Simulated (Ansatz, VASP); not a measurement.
Two plane-wave programs on Al2Ru

```
Al Ru
1.0
     0.00000    4.04746    4.31930
     2.38583    0.00000    4.31930
     2.38583    4.04746    0.00000
Al Ru
4 2
Direct
  0.07895 0.42105 0.07895
  0.42105 0.07895 0.42105
  0.17105 0.82895 0.17105
  0.82895 0.17105 0.82895
  0.75000 0.75000 0.75000
  0.50000 0.50000 0.50000
```

Change from the starting cell: strain +0.015 along x and y, -0.015 along z, atoms carried along.

Alike in both runs: task single point; functional PBEsol; k mesh 10 × 10 × 10; occupations gaussian, width 0.03 eV; no spin polarisation.

|  | VASP | Ansatz |
| --- | --- | --- |
| version | VASP 6.6.1 | Ansatz 0.2.0 |
| potentials or method | VASP PAW PBE potentials, release 64 (Al, Ru_pv), cutoff 520 eV | scalar-relativistic, plane waves, PAW |
| valence electrons in the cell | 40 | 44 |

Ansatz gave:

- gap on the k mesh at the Fermi level (eV): 0.24
- least direct gap on the mesh (eV): 1.19
- pressure (GPa): -2.0
- traceless stress, the component that is largest in VASP (GPa): 5.15
- rms of the force components (eV/Å): 0.051

Q: Estimate VASP's values.

A: gap on the k mesh at the Fermi level (eV): 0.24; least direct gap on the mesh (eV): 1.19; pressure (GPa): -1.9; traceless stress, the component that is largest in VASP (GPa): 5.20; rms of the force components (eV/Å): 0.051.

VASP's potentials were made for PBE, not for PBEsol. Atom by atom the forces differ by 0.000 eV/Å (rms over components). VASP's potentials hold 40 valence electrons a cell and Ansatz's 44, so a difference there can come from the potentials and not from the codes.
